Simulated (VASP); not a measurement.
Write the native input for VASP 6.6.1 that does the following.

| Quantity | Value |
| --- | --- |
| Task | single point |
| Functional | PBE |
| Potentials or basis | VASP PAW PBE potentials, release 64 (Ag) |
| Cutoff | 520 eV |
| k mesh | 16 × 16 × 16 |
| Occupations | fermi-dirac, width 0.08 eV |
| Spin | no spin polarisation |
| Dipole correction | no |
| Further INCAR settings | ALGO = Normal; EDIFF = 1e-07; NBANDS = 12 |

The structure of Ag lies in POSCAR:

```
Ag
1.0
    2.5105833157      0.0000000000      0.0000000000
    0.0000000000      2.5105833157      0.0000000000
    0.0000000000      0.0000000000      2.5105833157
Ag
1
Direct
    0.0000000000      0.0000000000      0.0000000000
```

This cell differs from its parent crystal: volume scaled by 0.76.

These files were run (other wordings do the same):

INCAR

```
ALGO     = Normal         # electronic algorithm
EDIFF    = 1E-7           # SCF threshold, eV
ENCUT    = 520            # plane-wave cutoff, eV
GGA      = PE             # functional
ISIF     = 2              # what is computed and relaxed
ISMEAR   = -1             # smearing method
LASPH    = T              # aspherical terms in the spheres
LCHARG   = F              # write CHGCAR
LREAL    = F              # projectors in reciprocal space
LWAVE    = F              # write WAVECAR
NBANDS   = 12             # bands
NELM     = 80             # most SCF steps
PREC     = Accurate       # precision mode
SIGMA    = 0.08           # smearing width, eV
```

KPOINTS

```
k-points
0
Gamma
  16 16 16
```

Potentials or basis: VASP PAW PBE potentials, release 64 (Ag).

Command:

```bash
$ cat potpaw_PBE.64/Ag/POTCAR > POTCAR
$ mpirun -np 1 vasp_std > vasp.out
```

Results of the run:

| Item | Value |
| --- | --- |
| Pressure | 39.3 GPa |

Wall time 16 s on 1 thread of Intel Xeon 6975P-C (shared host), peak memory 0.15 GiB.
